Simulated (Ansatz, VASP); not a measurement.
## GaSb3: VASP beside Ansatz

File INCAR:

```
SYSTEM = GaSb3
PREC = Accurate ; ENCUT = 520
EDIFF = 1E-6 ; ISMEAR = 0
SIGMA = 0.15 ; LREAL = .False.
LASPH = .True. ; NELM = 100
ALGO = Normal ; ISIF = 2
LWAVE = .False. ; LCHARG = .False.
GGA = PS ; NBANDS = 22
```

Contents of KPOINTS:

```
Automatic mesh
0
Gamma
  10 10 10
  0 0 0
```

POSCAR

```
GaSb3
1.0
   -0.1458668159      3.6466703981      3.9139713383
    3.5008035822      0.0000000000      3.7681045224
    3.6466703981      3.6466703981     -0.1458668159
Ga Sb
1 3
Direct
    0.0000000000      0.0000000000      0.0000000000
    0.2500000000      0.2500000000      0.2500000000
    0.7500000000      0.7500000000      0.7500000000
    0.5000000000      0.5000000000      0.5000000000
```

Input for Ansatz:

```yaml
crystal:
  lattice:
    - [-0.1458668159, 3.6466703981, 3.9139713383]
    - [3.5008035822, 0.0, 3.7681045224]
    - [3.6466703981, 3.6466703981, -0.1458668159]
  atoms:
    - { symbol: Ga, position: [0.0, 0.0, 0.0] }
    - { symbol: Sb, position: [0.25, 0.25, 0.25] }
    - { symbol: Sb, position: [0.75, 0.75, 0.75] }
    - { symbol: Sb, position: [0.5, 0.5, 0.5] }
basis:
  ecutwfc: 420
kpoints:
  mp_grid: { grid: [10, 10, 10] }
hamiltonian:
  xc: pbesol
  pseudopotentials: { kind: paw, azcp: { folder: soft_1 } }
scf:
  occupations: { method: gaussian, width: 0.15 }
output:
  forces: true
  stress: true
  eigenvalues: true
```

Change from the starting cell: engineering shear strain xz -0.0800, normal strain along z +0.0733.

Alike in both runs: task single point; functional PBEsol; k mesh 10 × 10 × 10; occupations gaussian, width 0.15 eV; no spin polarisation.

```csv
,VASP,Ansatz
version,VASP 6.6.1,Ansatz 0.2.0
potentials or method,"VASP PAW PBE potentials, release 64 (Ga_d, Sb), cutoff 520 eV","scalar-relativistic, plane waves, PAW"
valence electrons in the cell,28,58
```

Ansatz gave:

| Property | Result |
| --- | --- |
| gap on the k mesh at the Fermi level (eV) | none |
| pressure (GPa) | -3.0 |
| traceless stress, the component that is largest in VASP (GPa) | 1.06 |
| rms of the force components (eV/Å) | 0.058 |

Q: Which values does VASP return?

A: gap on the k mesh at the Fermi level (eV): none; pressure (GPa): -3.0; traceless stress, the component that is largest in VASP (GPa): 1.08; rms of the force components (eV/Å): 0.059.

VASP's potentials were made for PBE, not for PBEsol, and Ansatz warns of the same on its side. Atom by atom the forces differ by 0.001 eV/Å (rms over components). A gap of «none» marks a metal or a gap that the smearing closes. VASP's potentials hold 28 valence electrons a cell and Ansatz's 58, so a difference there can come from the potentials and not from the codes.

Spin-orbit coupling is off throughout.
